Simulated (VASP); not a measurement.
**SiNi3: single point with PBE**

The system is SiNi3.

```
Si Ni
1.0
     3.39776    0.00000    0.00000
     0.00000    3.39776    0.00000
     0.00000    0.00000    3.39776
Si Ni
1 3
Cartesian
  0.0000 0.0000 0.0000
  0.0000 1.6989 1.6989
  1.6989 0.0000 1.6989
  1.6989 1.6989 0.0000
```

This cell differs from its parent crystal: volume scaled by 0.91.

- Program: VASP 6.6.1
- Task: single point
- Functional: PBE
- Potentials or basis: VASP PAW PBE potentials, release 64 (Si, Ni)
- Cutoff: 520 eV
- k mesh: 12 × 12 × 12
- Occupations: gaussian, width 0.1 eV
- Spin: no spin polarisation
- Dipole correction: no
- Further INCAR settings: ALGO = Normal; EDIFF = 1e-07; NBANDS = 25

* Pressure: 25.0 GPa
* Band gap on the k mesh: zero (band 17 reaches 12.18 eV, above the bottom of band 18 at 11.91 eV)

Levels at points of the mesh, in eV from the Fermi level:
| k point | band 15 | band 16 | band 17 | band 18 | band 19 | band 20 |
| --- | --- | --- | --- | --- | --- | --- |
| (0.00, 0.00, 0.00) | -0.71 | -0.33 | 0.04 | 0.04 | 0.04 | 5.75 |
| (0.50, 0.00, 0.00) | -1.31 | -0.64 | 0.04 | 3.98 | 3.98 | 5.50 |
| (0.50, 0.50, 0.00) | -1.27 | -1.16 | -1.09 | 0.75 | 0.75 | 6.19 |
| (0.50, 0.50, 0.50) | -1.43 | -0.59 | -0.23 | -0.23 | -0.23 | 1.64 |

Run time: 63 s on 1 thread of AMD EPYC 9R14 (Zen 4) (shared host), peak memory 0.16 GiB.

 Spin polarisation is off, so any magnetic state and its effect on volume and gap are missing.
